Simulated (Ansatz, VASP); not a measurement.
## Two plane-wave programs on Al3Cu2

POSCAR

```
Al3Cu2
1.0
    4.4299567260      0.0000000000      0.0000000000
   -2.2149783630      3.8364550623      0.0000000000
    0.0000000000      0.0000000000      5.1894558481
Al Cu
3 2
Direct
    0.0000000000      0.0000000000      0.0000000000
    0.3333333333      0.6666666667      0.3501725384
    0.6666666667      0.3333333333      0.6498274616
    0.3333333333      0.6666666667      0.8401683181
    0.6666666667      0.3333333333      0.1598316819
```

The input INCAR.step1:

```
SYSTEM = Al3Cu2
PREC     = Accurate       ! precision mode
ENCUT    = 520            ! plane-wave cutoff, eV
ISMEAR   = 0              ! smearing method
SIGMA    = 0.15           ! smearing width, eV
LREAL    = .FALSE.        ! projectors in reciprocal space
LASPH    = .TRUE.         ! aspherical terms in the spheres
NELM     = 80             ! most SCF steps
NBANDS   = 24             ! bands
GGA      = PE             ! functional
ALGO     = Normal         ! electronic algorithm
EDIFF    = 1E-4           ! SCF threshold, eV
LWAVE    = .TRUE.         ! write WAVECAR
LCHARG   = .FALSE.        ! write CHGCAR
```

File INCAR.step2:

```
SYSTEM = Al3Cu2
PREC     = Accurate       ! precision mode
ENCUT    = 520            ! plane-wave cutoff, eV
EDIFF    = 1E-6           ! SCF threshold, eV
ISMEAR   = 0              ! smearing method
SIGMA    = 0.15           ! smearing width, eV
LREAL    = .FALSE.        ! projectors in reciprocal space
LASPH    = .TRUE.         ! aspherical terms in the spheres
NELM     = 80             ! most SCF steps
ALGO     = Normal         ! electronic algorithm
ISIF     = 2              ! what is computed and relaxed
LWAVE    = .FALSE.        ! write WAVECAR
LCHARG   = .FALSE.        ! write CHGCAR
METAGGA  = R2SCAN         ! meta-GGA
LMIXTAU  = .TRUE.       
NBANDS   = 24             ! bands
ISTART   = 1
```

Contents of KPOINTS:

```
regular mesh
0
G
  12 12 10
  0 0 0
```

Input for Ansatz:

```yaml
crystal:
  lattice:
    - [4.429956726, 0.0, 0.0]
    - [-2.214978363, 3.8364550623, 0.0]
    - [0.0, 0.0, 5.1894558481]
  atoms:
    - { symbol: Al, position: [0.0, 0.0, 0.0] }
    - { symbol: Al, position: [0.3333333333, 0.6666666667, 0.3501725384] }
    - { symbol: Al, position: [0.6666666667, 0.3333333333, 0.6498274616] }
    - { symbol: Cu, position: [0.3333333333, 0.6666666667, 0.8401683181] }
    - { symbol: Cu, position: [0.6666666667, 0.3333333333, 0.1598316819] }
basis:
  ecutwfc: 500
kpoints:
  mp_grid: { grid: [12, 12, 10] }
hamiltonian:
  xc: r2scan
scf:
  occupations: { method: gaussian, width: 0.15 }
output:
  forces: true
  stress: true
  eigenvalues: true
```

Change from the starting cell: strain +0.080 along x and y, +0.040 along z, atoms carried along.

Alike in both runs: task single point; functional r2SCAN; k mesh 12 × 12 × 10; occupations gaussian, width 0.15 eV; no spin polarisation.

```csv
,VASP,Ansatz
version,VASP 6.6.1,Ansatz 0.2.0
potentials or method,"VASP PAW PBE potentials, release 64 (Al, Cu), cutoff 520 eV","scalar-relativistic, plane waves, PAW"
valence electrons in the cell,31,47
```

```csv
,VASP,Ansatz,Ansatz less VASP
gap on the k mesh at the Fermi level (eV),none,none,-
pressure (GPa),-13.9,-14.0,-0.05
"traceless stress, the component that is largest in VASP (GPa)",2.35,2.36,+0.010
rms of the force components (eV/Å),0.027,0.027,+0.0001
```

VASP's potentials were made for PBE, not for r2SCAN. Atom by atom the forces differ by 0.001 eV/Å (rms over components). A gap of «none» marks a metal or a gap that the smearing closes. The functional is the same, so the differences come from potentials, cutoffs and numerics. VASP's potentials hold 31 valence electrons a cell and Ansatz's 47, so a difference there can come from the potentials and not from the codes.
